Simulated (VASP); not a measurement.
Runs of VASP 6.6.1 on P. The structure is that of space group P6_3/mmc (No. 194), or close to it. The cells are those of the table. This isn't the form of P at room conditions, which is orthorhombic.

| cell | gap on the mesh (eV) | pressure (GPa) |
| --- | --- | --- |
| a = 2.278, b = 2.278, c = 3.748 Å, angles 90.0, 90.0, 120.0°, 2 atoms | none | 138.9 |
| a = 2.503, b = 2.503, c = 4.176 Å, angles 90.0, 90.0, 120.0°, 2 atoms | none | (b) |
| a = 2.604, b = 2.604, c = 4.354 Å, angles 90.0, 90.0, 120.0°, 2 atoms | none | 14.6 |
| a = 2.392, b = 2.392, c = 3.987 Å, angles 90.0, 90.0, 120.0°, 2 atoms | none | 72.2 |
| a = 2.062, b = 2.062, c = 3.393 Å, angles 90.0, 90.0, 120.0°, 2 atoms | none | (a) |

Alike in all rows: task single point; level PBE; potentials or basis VASP PAW PBE potentials, release 64 (P); no spin polarisation; k mesh 17 × 17 × 10; cutoff (eV) 520; smearing fermi-dirac 0.05 eV.

Estimate the missing entries.

(a) 387.5; (b) 35.7.

Caveats: the cell stands under pressure.

A gap of «none» marks levels without a gap at the run's occupations.
